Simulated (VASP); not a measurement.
Write the native input for VASP 6.6.1 that does the following.

* Task: single point
* Functional: PBE
* Dispersion: D3(BJ)
* Potentials or basis: VASP PAW PBE potentials, release 64 (C, H)
* Cutoff: 520 eV
* k mesh: 4 × 4 × 4
* Occupations: gaussian, width 0.1 eV
* Spin: no spin polarisation
* Dipole correction: no
* Further INCAR settings: LREAL = Auto; ALGO = Normal; EDIFF = 1e-07; NBANDS = 86

The structure of HC32 (a cell with a defect) lies in POSCAR:

```
HC32
1.0
    0.0000000000      0.0000000000      7.1348522610
    1.2323690480      6.4035774147      3.5674261305
   -6.1618452403      2.1345258048      3.5674261305
C H
32 1
Direct
    0.0040777796      0.3340910534      0.6673698078
    0.4944613043      0.3340910534      0.6673698078
    0.2569631756      0.5831803535      0.9176021462
    0.7422542856      0.5831804999      0.9176021755
    0.8813604841      0.2087445366      0.0413610365
    0.3685340280      0.2087445366      0.0413610365
    0.1285026746      0.4576106160      0.2923848440
    0.6215018105      0.4576106160      0.2923848440
    0.8686433200      0.7086344680      0.5412510465
    0.3814712143      0.7086344680      0.5412510465
    0.1664838802      0.9584717076      0.7915239146
    0.5835205463      0.9584717076      0.7915239146
    0.0077498342      0.8323932941      0.1668150840
    0.4930417328      0.8323932941      0.1668150840
    0.2555436571      0.0826256970      0.4159045305
    0.7459260605      0.0826256970      0.4159045305
    0.1307251195      0.2915441978      0.4584513137
    0.6192793141      0.2915441978      0.4584513137
    0.3803301191      0.5416305785      0.7087108796
    0.8693284715      0.5416305785      0.7087108796
    1.0124031517      0.1691605160      0.8341026078
    0.4843338238      0.1691605667      0.8341024557
    0.2515130292      0.4165126725      0.0838541550
    0.7481200885      0.4165126725      0.0838541550
    0.0018838591      0.6661413208      0.3334827256
    0.4984920397      0.6661413208      0.3334827256
    0.2656715327      0.9158928599      0.5808349402
    0.7376004879      0.9158930063      0.5808349695
    0.1406817124      0.7897131964      0.9602823293
    0.6093226705      0.7897131964      0.9602823293
    0.3696750516      0.0412845130      0.2083649793
    0.8806754012      0.0412845130      0.2083649793
    0.3750016352     -0.0404020716     -0.2096012172
```

These files were run (other wordings do the same):

INCAR

```
PREC     = Accurate       # precision mode
ENCUT    = 520            # plane-wave cutoff, eV
EDIFF    = 1E-7           # SCF threshold, eV
ISMEAR   = 0              # smearing method
SIGMA    = 0.1            # smearing width, eV
LREAL    = Auto         
LASPH    = T              # aspherical terms in the spheres
NELM     = 100            # most SCF steps
ALGO     = Normal         # electronic algorithm
ISIF     = 2              # what is computed and relaxed
LWAVE    = F              # write WAVECAR
LCHARG   = F              # write CHGCAR
GGA      = PE             # functional
IVDW     = 12             # dispersion correction
NBANDS   = 86             # bands
```

KPOINTS

```
regular mesh
0
Gamma
  4 4 4
```

Potentials or basis: VASP PAW PBE potentials, release 64 (C, H).

Run with:

```console
$ cat potpaw_PBE.64/C/POTCAR potpaw_PBE.64/H/POTCAR > POTCAR
$ mpirun -np 1 vasp_std > vasp.out
```

It gave:

```
Pressure                   : 0.8 GPa
Largest force              : 0.014 eV/Å
Dispersion energy per atom : -0.144 eV
```

Run time: 8 min on 1 thread of AMD EPYC 9R45 96-Core Processor (Zen 5) (shared host), peak memory 0.52 GiB.
